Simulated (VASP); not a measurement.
TaSi2, 9 atoms in the cell. Symmetry: P6_422, No. 181, hexagonal system. The conventional cell has a = 4.784 Å, b = 4.784 Å, c = 6.570 Å, α = 90.00°, β = 90.00°, γ = 120.00°. Ta (site symmetry 222) has 10 Si at 2.61 to 2.83 Å and 4 Ta at 3.24 Å within 3.4 Å. Si (site symmetry 2) has 9 Si at 2.56 to 3.33 Å and 5 Ta at 2.61 to 2.83 Å within 3.4 Å. 

```yaml
Program: VASP 6.6.1
Task: relaxation of cell and atoms
Functional: PBE
Potentials_or_basis: VASP PAW PBE potentials, release 64 (Ta_pv, Si)
Cutoff: 500 eV
k_mesh: 12 × 12 × 6
Occupations: gaussian, width 0.1 eV
Spin: no spin polarisation
Dipole_correction: no
Further_INCAR_settings: ALGO = Normal; EDIFF = 1e-07; IBRION = 2; EDIFFG = -0.01; NSW = 100; ISIF = 3
```

Potentials or basis: VASP PAW PBE potentials, release 64 (Ta_pv, Si).

Command:

```console
$ cat potpaw_PBE.64/Ta_pv/POTCAR potpaw_PBE.64/Si/POTCAR > POTCAR
$ mpirun -np 1 vasp_std > vasp.out
```

Hardware: 1 thread of Intel(R) Xeon(R) Platinum 8488C (Sapphire Rapids), on a shared host.

Task: Estimate the wall time of this run.

Result: It took 10 min on 1 thread of Intel(R) Xeon(R) Platinum 8488C (Sapphire Rapids), on a shared host, peak memory 0.42 GiB. Counts: scf iterations 47, k points 76, ion steps 5.
